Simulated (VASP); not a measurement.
# Cu in VASP: single point with PBE

Aim: the single point of Cu with PBE.

Program: VASP 6.6.1. These are calculated values, not measurements. Logs are shortened: lines on timing, memory, paths and dates and some standing lists are left out, and cuts for length are marked.

## Step 1: The cell of the first run

The cell holds a slab with vacuum, 6 atoms: a = 2.556 Å, b = 2.556 Å, c = 28.436 Å, α = 90.00°, β = 90.00°, γ = 60.00°.

## Step 2: Single point, PBE

Contents of INCAR:

```
SYSTEM = Cu
PREC = Accurate
ENCUT = 520
EDIFF = 1E-6
ISMEAR = 0
SIGMA = 0.1
LREAL = .FALSE.
LASPH = .TRUE.
NELM = 100
ALGO = Normal
ISIF = 2
LWAVE = .FALSE.
LCHARG = .FALSE.
LDIPOL = .TRUE.
IDIPOL = 3
DIPOL = 0.5 0.5 0.500
GGA = PE
NBANDS = 42
```

Contents of KPOINTS:

```
Automatic mesh
0
G
  18 18 1
  0 0 0
```

Contents of POSCAR:

```
Cu
1.0
    2.5561910140      0.0000000000      0.0000000000
    1.2780955070      2.2137263550      0.0000000000
    0.0000000000      0.0000000000     28.4356061156
Cu
6
Direct
    0.0000000000      0.0000000000      0.3159636319
    0.3333333333      0.3333333333      0.3894377979
    0.6666666667      0.6666666667      0.4631223666
    0.0000000000      0.0000000000      0.5368776443
    0.3333333333      0.3333333333      0.6105621992
    0.6666666667      0.6666666667      0.6840363601
```

Potentials or basis: VASP PAW PBE potentials, release 64 (Cu).

The run is started by

```console
$ cat potpaw_PBE.64/Cu/POTCAR > POTCAR
$ mpirun -np 1 vasp_std > vasp.out
```

OUTCAR:

```text
SYSTEM = Cu
   PREC = Accurate
   ENCUT = 520
   EDIFF = 1E-6
   ISMEAR = 0
   LREAL = .FALSE.
   LASPH = .TRUE.
   NELM = 100
   ISIF = 2
   GGA = PE

 ion  position               nearest neighbor table
   1  0.000  0.000  0.316-   2 2.56   2 2.56   2 2.56
   2  0.333  0.333  0.389-   1 2.56   1 2.56   1 2.56   3 2.56   3 2.56   3 2.56
   3  0.667  0.667  0.463-   2 2.56   2 2.56   2 2.56   4 2.56   4 2.56   4 2.56
   4  0.000  0.000  0.537-   5 2.56   5 2.56   5 2.56   3 2.56   3 2.56   3 2.56
   5  0.333  0.333  0.611-   6 2.56   6 2.56   6 2.56   4 2.56   4 2.56   4 2.56
   6  0.667  0.667  0.684-   5 2.56   5 2.56   5 2.56

  LATTYP: Found a hexagonal cell.
 ALAT       =     2.5561910140
 C/A-ratio  =    11.1242101863

  Lattice vectors:

 A1 = (  -1.2780955070,  -2.2137263550,   0.0000000000)
 A2 = (   2.5561910140,   0.0000000000,   0.0000000000)
 A3 = (   0.0000000000,   0.0000000000,  28.4356061156)

Analysis of symmetry for initial positions (statically):
=====================================================================
 Subroutine PRICEL returns:
 Original cell was already a primitive cell.

 Routine SETGRP: Setting up the symmetry group for a
 hexagonal supercell.

 Subroutine GETGRP returns: Found 12 space group operations
 (whereof  6 operations were pure point group operations)
 out of a pool of 24 trial point group operations.

The static configuration has the point symmetry C_3v.
 The point group associated with its full space group is D_3d.

Analysis of symmetry for dynamics (positions and initial velocities):
=====================================================================
 Subroutine PRICEL returns:
 Original cell was already a primitive cell.

 Routine SETGRP: Setting up the symmetry group for a
 hexagonal supercell.

 Subroutine GETGRP returns: Found 12 space group operations
 (whereof  6 operations were pure point group operations)
 out of a pool of 24 trial point group operations.

The dynamic configuration has the point symmetry C_3v.
 The point group associated with its full space group is D_3d.

 Subroutine INISYM returns: Found 12 space group operations
 (whereof  6 operations are pure point group operations),
 and found     1 'primitive' translations

----------------------------------------------------------------------------------------

                                     Primitive cell

  volume of cell :     160.9088

  direct lattice vectors                    reciprocal lattice vectors
     2.556191014  0.000000000  0.000000000     0.391207071 -0.225863508  0.000000000
     1.278095507  2.213726355  0.000000000     0.000000000  0.451727016  0.000000000
     0.000000000  0.000000000 28.435606116     0.000000000  0.000000000  0.035167177

  length of vectors
     2.556191014  2.556191014 28.435606116     0.451727016  0.451727016  0.035167177

  position of ions in fractional coordinates (direct lattice)
     0.000000000  0.000000000  0.315963632
     0.333333333  0.333333333  0.389437798
     0.666666667  0.666666667  0.463122367
     0.000000000  0.000000000  0.536877644
     0.333333333  0.333333333  0.610562199
     0.666666667  0.666666667  0.684036360

  ion indices of the primitive-cell ions
   primitive index   ion index
                 1           1
                 2           2
                 3           3
                 4           4
                 5           5
                 6           6

----------------------------------------------------------------------------------------

 KPOINTS: Automatic mesh

Automatic generation of k-mesh.
 Grid dimensions read from file:
 generate k-points for:   18   18    1

 Generating k-lattice:

  Cartesian coordinates                     Fractional coordinates (reciprocal lattice)
     0.021733726 -0.012547973  0.000000000     0.055555556  0.000000000  0.000000000
     0.000000000  0.025095945  0.000000000     0.000000000  0.055555556  0.000000000
     0.000000000  0.000000000  0.035167177     0.000000000  0.000000000  1.000000000

  Length of vectors
     0.025095945  0.025095945  0.035167177

  Shift w.r.t. Gamma in fractional coordinates (k-lattice)
     0.000000000  0.000000000  0.000000000

 Subroutine IBZKPT returns following result:
 ===========================================

 Found     37 irreducible k-points:

 Following reciprocal coordinates:
            Coordinates               Weight
  0.000000  0.000000  0.000000      1.000000
  0.055556  0.000000  0.000000      6.000000
  0.111111  0.000000  0.000000      6.000000
  0.166667  0.000000  0.000000      6.000000
  0.222222  0.000000  0.000000      6.000000
  0.277778  0.000000  0.000000      6.000000
[... 16 lines left out ...]
  0.444444  0.111111  0.000000     12.000000
  0.500000  0.111111  0.000000     12.000000
 [... further k-points ...]
   k-points           NKPTS =     37   k-points in BZ     NKDIM =     37   number of bands    NBANDS=     42
   number of dos      NEDOS =    301   number of ions     NIONS =      6
   total plane-waves  NPLWV =  86400
   dimension x,y,z NGX =    20 NGY =   20 NGZ =  216
   dimension x,y,z NGXF=    40 NGYF=   40 NGZF=  432
   ions per type =               6
   NGX,Y,Z   is equivalent  to a cutoff of  13.01, 13.01, 12.63 a.u.
   NGXF,Y,Z  is equivalent  to a cutoff of  26.01, 26.01, 25.26 a.u.
 SYSTEM =  Cu
   PREC   = accura    normal or accurate (medium, high low for compatibility)
   ISTART =      0    job   : 0-new  1-cont  2-samecut
   ICHARG =      2    charge: 1-file 2-atom 10-const
   ISPIN  =      1    spin polarized calculation?
   LNONCOLLINEAR =      F non collinear calculations
   LSORBIT =      F    spin-orbit coupling
   LASPH  =      T    aspherical Exc in radial PAW
   ENCUT  =  520.0 eV  38.22 Ry    6.18 a.u.   4.75  4.75 52.87*2*pi/ulx,y,z
   NELM   =    100;   NELMIN=  2; NELMDL= -5     # of ELM steps
   EDIFF  = 0.1E-05   stopping-criterion for ELM
   LREAL  =      F    real-space projection
   EDIFFG = 0.1E-04   stopping-criterion for IOM
   NSW    =      0    number of steps for IOM
   IBRION =     -1    ionic relax: 0-MD 1-quasi-New 2-CG
   NFREE  =      0    steps in history (QN), initial steepest desc. (CG)
   ISIF   =      2    stress and relaxation
   ISYM   =      2    0-nonsym 1-usesym 2-fastsym
   POTIM  = 0.5000    time-step for ionic-motion
   TEBEG  =    0.0;   TEEND  =   0.0 temperature during run
   PSTRESS=    0.0 pullay stress
   NELECT =      66.0000    total number of electrons
   NUPDOWN=      -1.0000    fix difference up-down
   EMIN   =  10.00;   EMAX   =-10.00  energy-range for DOS
   EFERMI =   0.00;   METHOD = LEGACY
   ISMEAR =     0;   SIGMA  =   0.10  broadening in eV -4-tet -1-fermi 0-gaus
   EFERMI_NEDOS =   21; number of points for ismear=-14 and -15
   IALGO  =     38    algorithm
   IMIX   =      4    mixing-type and parameters
     AMIX     =   0.40;   BMIX     =  1.00
     AMIX_MAG =   1.60;   BMIX_MAG =  1.00
  volume/ion in A,a.u.               =      26.82       180.98
  Fermi-wavevector in a.u.,A,eV,Ry     =   1.216362  2.298591 20.130322  1.479537
  Thomas-Fermi vector in A             =   2.351719
   LORBIT       =      0    0 simple, 1 ext, 2 COOP (PROOUT), +10 PAW based schemes
   GGA     = PE    functional components
   LHFCALC =     F    Hartree Fock is set to
   AEXX    =    0.0000 exact exchange contribution
   IVDW    =     0    specifies the selected vdW correction
   LEPSILON=     F    determine dielectric tensor
   LRPA    =     F    only Hartree local field effects (RPA)
 non-spin polarized calculation
 Gauss-broadening in eV      SIGMA  =   0.10
  energy-cutoff  :      520.00
  volume of cell :      160.91
 maximum number of plane-waves:      4365
   NGX =  9   NGY =  9   NGZ =105

 number of electron      66.0000002 magnetization

 dipolmoment           0.000000      0.000000      0.000004 electrons x Angstroem

 Free energy of the ion-electron system (eV)
  ---------------------------------------------------
  ext. energy  EPLUGINS =         0.00000000
  ---------------------------------------------------
  free energy    TOTEN  =       -21.46283474 eV

  energy without entropy =      -21.45343740  energy(sigma->0) =      -21.45813607

 E-fermi :   0.6522     XC(G=0):  -6.2586

 val. band max:        0.6244418026   @ k =   0.2778   0.0556   0.0000
 cond. band min:       0.6746246043   @ k =   0.4444   0.0000   0.0000
 fundamental gap:      0.0501828017
 Fermi energy:         0.6522282263

 k-point     1 :       0.0000    0.0000    0.0000
  band No.  band energies     occupation
      1      -8.4177      2.00000
      2      -7.7989      2.00000
      3      -6.7932      2.00000
      4      -5.6213      2.00000
      5      -4.7133      2.00000
      6      -4.4011      2.00000
[... 34 lines left out ...]
     41       5.9651      0.00000
     42       7.3272      0.00000

 k-point     2 :       0.0556    0.0000    0.0000
  band No.  band energies     occupation
      1      -8.3183      2.00000
      2      -7.7016      2.00000
      3      -6.6997      2.00000
      4      -5.5337      2.00000
      5      -4.6353      2.00000
      6      -4.3352      2.00000
[... 34 lines left out ...]
     41       6.0566      0.00000
     42       7.4199      0.00000

 k-point     3 :       0.1111    0.0000    0.0000
  band No.  band energies     occupation
      1      -8.0231      2.00000
      2      -7.4134      2.00000
      3      -6.4247      2.00000
      4      -5.2793      2.00000
      5      -4.4121      2.00000
      6      -4.1476      2.00000
[... 34 lines left out ...]
     41       6.3312      0.00000
     42       7.6986      0.00000

 k-point     4 :       0.1667    0.0000    0.0000
  band No.  band energies     occupation
      1      -7.5422      2.00000
      2      -6.9471      2.00000
      3      -5.9875      2.00000
      4      -4.8901      2.00000
      5      -4.0836      2.00000
      6      -3.8732      2.00000
[... 844 lines left out ...]
     41       8.9446      0.00000
     42       9.4359      0.00000

 k-point    23 :       0.4444    0.1111    0.0000
  band No.  band energies     occupation
      1      -4.4537      2.00000
      2      -4.2207      2.00000
      3      -4.0115      2.00000
      4      -3.7703      2.00000
      5      -3.4927      2.00000
      6      -3.4345      2.00000
[... 34 lines left out ...]
     41       8.8768      0.00000
     42       9.2463      0.00000

 k-point    24 :       0.5000    0.1111    0.0000
  band No.  band energies     occupation
      1      -4.1458      2.00000
      2      -3.9618      2.00000
      3      -3.9082      2.00000
      4      -3.7582      2.00000
      5      -3.5375      2.00000
      6      -3.4489      2.00000
[... 34 lines left out ...]
     41       8.3921      0.00000
     42       8.7871      0.00000

 [... further k-points ...]

------------------------ aborting loop because EDIFF is reached ----------------------------------------

 vacuum level on the upper side and lower side of the slab       (xc-potential included)        -0.131        -0.131

  FORCE on cell =-STRESS in cart. coord.  units (eV):
  Direction    XX          YY          ZZ          XY          YZ          ZX
  --------------------------------------------------------------------------------------
  -------------------------------------------------------------------------------------
  Total       -0.4412322     -0.4412322      0.1589030      0.0000000      0.0000000      0.0000000
  in kB       -4.3933724     -4.3933724      1.5822058      0.0000000      0.0000000      0.0000000
  external PRESSURE =      -2.4015130 kB  Pullay stress =       0.0000000 kB

 VOLUME and BASIS-vectors are now :
 -----------------------------------------------------------------------------
  energy-cutoff  :      520.00
  volume of cell :      160.91
      direct lattice vectors                 reciprocal lattice vectors
     2.556191014  0.000000000  0.000000000     0.391207071 -0.225863508  0.000000000
     1.278095507  2.213726355  0.000000000     0.000000000  0.451727016  0.000000000
     0.000000000  0.000000000 28.435606116     0.000000000  0.000000000  0.035167177

 POSITION                                       TOTAL-FORCE (eV/Angst)
 -----------------------------------------------------------------------------------
      0.00000      0.00000      8.98462        -0.000000     -0.000000     -0.017313
      1.27810      0.73791     11.07390        -0.000000      0.000000     -0.002090
      2.55619      1.47582     13.16917        -0.000000     -0.000000     -0.001846
      0.00000      0.00000     15.26644         0.000000      0.000000      0.001846
      1.27810      0.73791     17.36171         0.000000     -0.000000      0.002090
      2.55619      1.47582     19.45099         0.000000      0.000000      0.017313
 -----------------------------------------------------------------------------------
    total drift:                               -0.000000     -0.000000      0.000628

  FREE ENERGIE OF THE ION-ELECTRON SYSTEM (eV)
  ---------------------------------------------------
  free  energy   TOTEN  =       -21.4628347397 eV

  energy  without entropy=      -21.4534373978  energy(sigma->0) =      -21.45813607

 vacuum level on the upper side and lower side of the slab         5.392         5.392
```

It took 14 min on 1 thread of AMD EPYC 7R13, shared host; peak memory 0.35 GiB.

Results:

```yaml
Free_energy: -21.4628 eV
Largest_force: 0.017 eV/Å
Band_gap_on_the_k_mesh: zero (band 33 reaches 4.07 eV, above the bottom of band 34 at -0.93 eV)
```

Forces on the atoms (eV/Å):
```
Cu   0.000  0.000 -0.017
Cu   0.000  0.000 -0.002
Cu   0.000  0.000 -0.002
Cu   0.000  0.000  0.002
Cu   0.000  0.000  0.002
Cu   0.000  0.000  0.017
```
